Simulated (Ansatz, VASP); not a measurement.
**InAs: VASP beside Ansatz**

The input INCAR:

```
ALGO = Normal
EDIFF = 1E-7
ENCUT = 520
GGA = PE
ISIF = 2
ISMEAR = 0
LASPH = True
LCHARG = True
LELF = True
LREAL = False
LVHAR = True
LWAVE = False
NBANDS = 16
NELM = 60
PREC = Accurate
SIGMA = 0.05
```

KPOINTS

```
k-points
0
Gamma
  14 14 14
```

The input POSCAR:

```
InAs
1.0
    0.0000000000      2.8734624681      2.8734624681
    2.8734624681      0.0000000000      2.8734624681
    2.8734624681      2.8734624681      0.0000000000
In As
1 1
Direct
    0.5000000000      0.5000000000      0.5000000000
    0.0000000000      0.0000000000      0.0000000000
```

Input for Ansatz:

```yaml
crystal:
  lattice:
    - [0.0, 2.8734624681, 2.8734624681]
    - [2.8734624681, 0.0, 2.8734624681]
    - [2.8734624681, 2.8734624681, 0.0]
  atoms:
    - { symbol: In, position: [0.5, 0.5, 0.5] }
    - { symbol: As, position: [0.0, 0.0, 0.0] }
basis:
  ecutwfc: 420
  ecutrho_ratio: 4
kpoints:
  mp_grid: { grid: [14, 14, 14] }
hamiltonian:
  xc: pbe
scf:
  occupations: { method: gaussian, width: 0.05 }
output:
  forces: true
  stress: true
  eigenvalues: true
```

Alike in both runs: task single point; functional PBE; k mesh 14 × 14 × 14; occupations gaussian, width 0.05 eV; no spin polarisation.

|  | VASP | Ansatz |
| --- | --- | --- |
| version | VASP 6.6.1 | Ansatz 0.2.0 |
| potentials or method | VASP PAW PBE potentials, release 64 (In_d, As), cutoff 520 eV | scalar-relativistic, plane waves, PAW |
| valence electrons in the cell | 18 | 28 |

```csv
,VASP,Ansatz,Ansatz less VASP
gap on the k mesh at the Fermi level (eV),none,none,-
pressure (GPa),0.1,0.1,-0.06
```

A gap of «none» marks a metal or a gap that the smearing closes. VASP's potentials hold 18 valence electrons a cell and Ansatz's 28, so a difference there can come from the potentials and not from the codes.
